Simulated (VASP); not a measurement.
Set up this calculation in VASP 6.6.1, as the native input.

| Quantity | Value |
| --- | --- |
| Task | relaxation of the atoms |
| Functional | PBE |
| Dispersion | D3(BJ) |
| Potentials or basis | VASP PAW PBE potentials, release 64 (C) |
| Cutoff | 520 eV |
| k mesh | 24 × 24 × 14 |
| Occupations | gaussian, width 0.1 eV |
| Spin | no spin polarisation |
| Dipole correction | no |
| Further INCAR settings | ALGO = Normal; EDIFF = 1e-07; IBRION = 2; EDIFFG = -0.008; NSW = 60 |

The structure of C lies in POSCAR:

```
C
1.0
    2.4647381243      0.0000000000      0.0000000000
   -1.2323690621      2.1345258293      0.0000000000
    0.3210683540      0.0000000000      3.5674261550
C
2
Direct
    0.3333333334      0.6666666667      0.0000000000
    0.6666666667      0.3333333333      0.0000000000
```

This cell differs from its parent crystal: shear of c along a, cell held: +9.0 %.

One way to write it, as run:

INCAR

```
SYSTEM = C
  ALGO = Normal
  EDIFF = 1E-7
  EDIFFG = -0.008
  ENCUT = 520
  GGA = PE
  IBRION = 2
  ISIF = 2
  ISMEAR = 0
  IVDW = 12
  KPAR = 2
  LASPH = .TRUE.
  LCHARG = .FALSE.
  LREAL = .FALSE.
  LWAVE = .FALSE.
  NELM = 80
  NSW = 60
  PREC = Accurate
  SIGMA = 0.1
```

KPOINTS

```
k-points
0
G
  24 24 14
  0 0 0
```

Potentials or basis: VASP PAW PBE potentials, release 64 (C).

Run with:

```bash
$ cat potpaw_PBE.64/C/POTCAR > POTCAR
$ mpirun -np 2 vasp_std > vasp.out
```

Results of the run:

```json
{
  "Pressure after relaxing": "0.4 GPa",
  "Band gap on the k mesh": "zero (bands 4 and 5 overlap by 0.83 eV)",
  "Dispersion energy per atom": "-0.145 eV"
}
```

Caveat: the cell differs from its parent crystal (shear of c along a, cell held: +9.0 %).

It took 67 s on 2 MPI ranks on AMD EPYC 9R45 96-Core Processor (Zen 5) (shared host), peak memory 0.34 GiB a rank.
